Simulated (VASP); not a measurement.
## GaAs: single point with PBE

GaAs:

```
CELL_PARAMETERS angstrom
0.00000 2.80087 3.01633
2.80087 0.00000 3.01633
2.80087 2.80087 0.00000
ATOMIC_POSITIONS crystal
Ga 0.00000 0.00000 0.00000
As 0.75000 0.75000 0.75000
```

This cell differs from its parent crystal: strain -0.025 along x and y, +0.050 along z.

| Quantity | Value |
| --- | --- |
| Program | VASP 6.6.1 |
| Task | single point |
| Functional | PBE |
| Potentials or basis | VASP PAW PBE potentials, release 64 (Ga_d, As) |
| Cutoff | 500 eV |
| k mesh | 10 × 10 × 10 |
| Occupations | gaussian, width 0.03 eV |
| Spin | no spin polarisation |

| Quantity | Value |
| --- | --- |
| Pressure | 0.2 GPa |
| Band gap on the k mesh | zero (filled and empty bands touch) |

Stress tensor (GPa, compression positive):
```
 1.85  0.00  0.00
 0.00  1.85  0.00
 0.00  0.00 -2.97
```

Levels at points of the mesh, in eV from the Fermi level:
```csv
k point,band 6,band 7,band 8,band 9,band 10,band 11,band 12,band 13
"(0.00, 0.00, 0.00)",-12.55,-0.46,-0.02,0.00,0.00,3.53,3.53,3.73
"(0.50, 0.00, 0.00)",-10.92,-6.54,-1.52,-0.92,0.64,4.34,4.71,7.59
"(0.50, 0.50, 0.00)",-10.42,-7.03,-2.34,-2.34,1.71,1.98,9.59,9.59
"(0.50, 0.00, 0.50)",-10.16,-6.61,-2.83,-2.79,1.26,1.31,9.21,9.58
```

Wall time 74 s on 1 thread of Intel(R) Xeon(R) Platinum 8259CL CPU @ 2.50GHz (Skylake/Cascade Lake) (shared host), peak memory 0.22 GiB.

Caveat: the cell differs from its parent crystal (strain -0.025 along x and y, +0.050 along z); semilocal functionals underestimate gaps, so a narrow gap can read as zero.
